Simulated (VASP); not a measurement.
## LiMg3Cl6: relaxation of cell and atoms with PBE

Crystal: LiMg3Cl6.

```
Li Mg Cl
1.0
     6.01804    0.00000    0.00000
    -3.00902    5.21178    0.00000
     0.00000    0.00000    5.54594
Li Mg Cl
1 3 6
Cartesian
  0.0000 0.0000 0.0000
  0.0000 3.4745 0.0000
  3.0090 1.7373 0.0000
  0.0000 0.0000 2.7730
  2.0064 0.0000 1.3865
  -1.0032 1.7376 1.3865
  2.0058 3.4742 1.3865
  -2.0058 3.4742 4.1595
  4.0116 0.0000 4.1595
  1.0032 1.7376 4.1595
```

```yaml
Program: VASP 6.6.1
Task: relaxation of cell and atoms
Functional: PBE
Potentials_or_basis: VASP PAW PBE potentials, release 64 (Li_sv, Mg, Cl)
Cutoff: 600 eV
k_mesh: 3 × 3 × 4
Occupations: gaussian, width 0.1 eV
Spin: no spin polarisation
Dipole_correction: no
Further_INCAR_settings: ALGO = Normal; EDIFF = 1e-06; IBRION = 2; EDIFFG = -0.04; NSW = 90; ISIF = 3
```

```yaml
Relaxed_volume: 24.02 Å³/atom
Relaxed_cell: a = 6.379 Å, b = 6.379 Å, c = 6.815 Å, α = 90.00°, β = 90.00°, γ = 120.00°
Space_group_after_relaxing_to_0.05_Å: P-31m (No. 162)
Energy_gained_by_relaxing: 213.1 meV/atom
Ionic_steps: 13
Pressure_after_relaxing: -0.1 GPa
Largest_force_after_relaxing: 0.026 eV/Å
```

Forces on the atoms (eV/Å):
```
Li   0.000  0.000  0.000
Mg   0.000  0.000  0.000
Mg   0.000  0.000  0.000
Mg   0.000  0.000  0.000
Cl   0.025  0.000  0.006
Cl  -0.013  0.022  0.006
Cl  -0.013 -0.022  0.006
Cl   0.013 -0.022 -0.006
Cl  -0.025  0.000 -0.006
Cl   0.013  0.022 -0.006
```

Stress tensor (GPa, compression positive):
```
-0.03  0.00  0.00
 0.00 -0.03  0.00
 0.00  0.00 -0.21
```

Step by step:
| step | energy change (eV) | largest force (eV/Å) | pressure (GPa) | volume (Å³) |
| --- | --- | --- | --- | --- |
| 1 | 0.0000 | 0.1662 | 13.72 | 173.95 |
| 2 | -1.6588 | 0.4562 | 1.04 | 214.18 |
| 3 | -1.6780 | 0.5032 | -0.17 | 220.79 |
| 4 | -1.6783 | 0.4970 | 0.00 | 219.78 |
| 5 | -1.7536 | 0.4437 | 0.02 | 220.73 |
| 6 | -1.9318 | 0.2842 | 0.18 | 223.56 |
| 7 | -2.0505 | 0.2267 | 1.13 | 229.10 |
| 8 | -2.1013 | 0.1603 | -0.02 | 239.14 |
| 9 | -2.1032 | 0.1438 | -0.33 | 242.23 |
| 10 | -2.1226 | 0.1007 | -0.11 | 240.70 |
| 11 | -2.1295 | 0.0534 | 0.14 | 238.99 |
| 12 | -2.1295 | 0.0554 | 0.12 | 239.08 |
| 13 | -2.1311 | 0.0257 | -0.09 | 240.19 |

Final structure:
```yaml
crystal:
  lattice:
    - [6.37927, 0.00000, 0.00000]
    - [-3.18963, 5.52461, 0.00000]
    - [0.00000, 0.00000, 6.81514]
  atoms:
    - { symbol: Li, position: [0.00000, 0.00000, 0.00000] }
    - { symbol: Mg, position: [0.33333, 0.66667, 0.00000] }
    - { symbol: Mg, position: [0.66667, 0.33333, 0.00000] }
    - { symbol: Mg, position: [0.00000, 0.00000, 0.50000] }
    - { symbol: Cl, position: [0.33631, 0.00000, 0.20560] }
    - { symbol: Cl, position: [0.00000, 0.33631, 0.20560] }
    - { symbol: Cl, position: [0.66369, 0.66369, 0.20560] }
    - { symbol: Cl, position: [0.00000, 0.66369, 0.79440] }
    - { symbol: Cl, position: [0.66369, 0.00000, 0.79440] }
    - { symbol: Cl, position: [0.33631, 0.33631, 0.79440] }
```

Levels at points of the mesh, in eV from the Fermi level:
```tsv
k point	band 21	band 22	band 23	band 24	band 25	band 26	band 27	band 28	band 29	band 30
(0.00, 0.00, 0.00)	-4.71	-4.68	-4.68	-4.49	-4.49	-0.87	2.42	2.94	2.98	3.65
(0.00, 0.00, 0.50)	-5.01	-4.62	-4.62	-4.50	-4.50	0.37	1.52	2.69	2.69	3.15
```

It took 13 min on 1 thread of Oxide Virtual Turin-like Processor, on a shared host, peak memory 0.33 GiB.

Caveat: the k points lie up to 0.38 Å⁻¹ apart in the final cell; the cutoff is under 1.25 times the usual one of these potentials, so pressure, stress and relaxed cells hold a basis-set (Pulay) error; the volume moved by over 15 % at a fixed basis, so the end points are rough; an odd number of electrons without spin polarisation forces a metal; a magnetic or distorted state may lie lower.
